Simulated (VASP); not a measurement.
Set up this calculation in VASP 6.6.1, as the native input.

- Task: single point
- Functional: PBE
- Potentials or basis: VASP PAW PBE potentials, release 64 (In_d, Sb)
- Cutoff: 520 eV
- k mesh: 11 × 11 × 11
- Occupations: fermi-dirac, width 0.08 eV
- Spin: no spin polarisation
- Dipole correction: no
- Further INCAR settings: ALGO = Normal; EDIFF = 1e-06; NBANDS = 16

The structure of InSb (CsCl type) lies in POSCAR:

```
InSb
1.0
    3.4114865410      0.0000000000      0.0000000000
    0.0000000000      3.4114865410      0.0000000000
    0.0000000000      0.0000000000      3.4114865410
In Sb
1 1
Direct
    0.0000000000      0.0000000000      0.0000000000
    0.5000000000      0.5000000000      0.5000000000
```

This cell differs from its parent crystal: volume scaled by 0.72.

The input as run:

INCAR

```
SYSTEM = InSb
PREC = Accurate
ENCUT = 520
EDIFF = 1E-6
ISMEAR = -1
SIGMA = 0.08
LREAL = .False.
LASPH = .True.
NELM = 60
ALGO = Normal
ISIF = 2
LWAVE = .False.
LCHARG = .False.
GGA = PE
NBANDS = 16
```

KPOINTS

```
regular mesh
0
Gamma
  11 11 11
  0 0 0
```

Potentials or basis: VASP PAW PBE potentials, release 64 (In_d, Sb).

Launch:

```bash
$ cat potpaw_PBE.64/In_d/POTCAR potpaw_PBE.64/Sb/POTCAR > POTCAR
$ mpirun -np 1 vasp_std > vasp.out
```

It gave:

The pressure is 33.2 GPa and the band gap on the k mesh is zero (band 9 reaches 13.90 eV, above the bottom of band 10 at 9.77 eV).

Caveat: spin-orbit coupling is left out, which moves the levels of the heavy elements.

Run time: 24 s on 1 thread of Intel(R) Xeon(R) Platinum 8259CL CPU @ 2.50GHz (Skylake/Cascade Lake), on a shared host, peak memory 0.18 GiB.
